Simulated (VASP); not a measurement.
AlN: single point with PBE

Crystal: AlN.

```
Al N
1.0
     3.11300    0.00000    0.00000
    -1.55650    2.69594    0.00000
     0.00000    0.00000    4.98100
Al N
2 2
Direct
  0.33333 0.66667 0.00000
  0.66667 0.33333 0.50000
  0.33333 0.66667 0.38000
  0.66667 0.33333 0.85992
```

```
Program             : VASP 6.6.1
Task                : single point
Functional          : PBE
Potentials or basis : VASP PAW PBE potentials, release 64 (Al, N)
Cutoff              : 600 eV
k mesh              : 12 × 12 × 4
Occupations         : gaussian, width 0.01 eV
Spin                : no spin polarisation
```

The pressure is 4.4 GPa, the largest force is 2.574 eV/Å and the band gap on the k mesh is 4.27 eV, direct.

Forces in eV/Å, atoms in the order of the input:
```
Al   0.000  0.000 -0.784
Al   0.000  0.000 -1.218
N    0.000  0.000 -0.572
N    0.000  0.000  2.574
```

Stress tensor (GPa, compression positive):
```
 0.94  0.00  0.00
 0.00  0.94  0.00
 0.00  0.00 11.35
```

Levels at points of the mesh, in eV from the valence-band top:
```
           k point  band 5  band 6  band 7  band 8  band 9  band 10  band 11  band 12
(0.00, 0.00, 0.00)   -0.68   -0.07    0.00    0.00    4.27     6.75    10.49    11.29
(0.50, 0.00, 0.00)   -3.29   -1.92   -1.77   -0.49    5.77     5.90     8.25    10.46
(0.00, 0.00, 0.50)   -0.44   -0.44   -0.26   -0.26    6.38     6.58     9.90    10.98
(0.50, 0.00, 0.50)   -1.41   -1.39   -1.23   -1.17    5.25     5.47     9.25     9.58
```

Wall time 30 s on 1 thread of Intel(R) Xeon(R) 6975P-C (Granite Rapids), on a shared host, peak memory 0.19 GiB.

Caveat: forces of over 1 eV/Å act on the atoms, so gaps and moduli don't describe the material at rest. PBE gaps usually lie below the measured ones, often by a third to a half.
